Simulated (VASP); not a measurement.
Set up this calculation in VASP 6.6.1, as the native input.

| Item | Value |
| --- | --- |
| Task | single point |
| Functional | r2SCAN |
| Potentials or basis | VASP PAW PBE potentials, release 64 (Bi_d, Te) |
| Cutoff | 520 eV |
| k mesh | 14 × 14 × 14 |
| Occupations | gaussian, width 0.15 eV |
| Spin | no spin polarisation |
| Dipole correction | no |
| Further INCAR settings | ALGO = Normal; EDIFF = 1e-07; NBANDS = 18 |

BiTe:

```xyz
2
Lattice="0.0000 3.1380 3.1865 3.1380 0.0000 3.1865 3.1380 3.1380 0.0000" Properties=species:S:1:pos:R:3 pbc="T T T"
Bi    0.0000    0.0000    0.0000
Te    3.1380    3.1380    3.1865
```

This cell differs from its parent crystal: strain -0.030 along x and y, -0.015 along z.

The input as run:

POSCAR

```
BiTe
1.0
    0.0000000000      3.1379500000      3.1864750000
    3.1379500000      0.0000000000      3.1864750000
    3.1379500000      3.1379500000      0.0000000000
Bi Te
1 1
Direct
    0.0000000000      0.0000000000      0.0000000000
    0.5000000000      0.5000000000      0.5000000000
```

INCAR.step1

```
SYSTEM = BiTe
PREC = Accurate
ENCUT = 520
ISMEAR = 0
SIGMA = 0.15
LREAL = .False.
LASPH = .True.
NELM = 60
NBANDS = 18
GGA = PE
ALGO = Normal
EDIFF = 1E-4
LWAVE = .True.
LCHARG = .False.
```

INCAR.step2

```
SYSTEM = BiTe
PREC = Accurate
ENCUT = 520
EDIFF = 1E-7
ISMEAR = 0
SIGMA = 0.15
LREAL = .False.
LASPH = .True.
NELM = 60
ALGO = Normal
ISIF = 2
LWAVE = .False.
LCHARG = .True.
METAGGA = R2SCAN
LMIXTAU = .True.
LELF = .True.
LVHAR = .True.
NBANDS = 18
ISTART = 1
```

KPOINTS

```
Automatic mesh
0
Gamma
  14 14 14
  0 0 0
```

Potentials or basis: VASP PAW PBE potentials, release 64 (Bi_d, Te).

Run with:

```console
$ cat potpaw_PBE.64/Bi_d/POTCAR potpaw_PBE.64/Te/POTCAR > POTCAR
$ cp INCAR.step1 INCAR
$ mpirun -np 1 vasp_std > vasp.out
$ cp INCAR.step2 INCAR
$ mpirun -np 1 vasp_std > vasp.out
```

Results of the run:

| Quantity | Value |
| --- | --- |
| Pressure | 4.6 GPa |
| Band gap on the k mesh | zero (an odd number of electrons rules out a gap without spin polarisation) |

Caveat: the cell differs from its parent crystal (strain -0.030 along x and y, -0.015 along z); the cell stands under pressure; the PAW data sets were made with another functional, which shifts forces and pressure a little; spin-orbit coupling is left out, which moves the levels of the heavy elements.

Wall time 17 min on 1 thread of Intel Xeon 8259CL, on a shared host, peak memory 0.42 GiB.
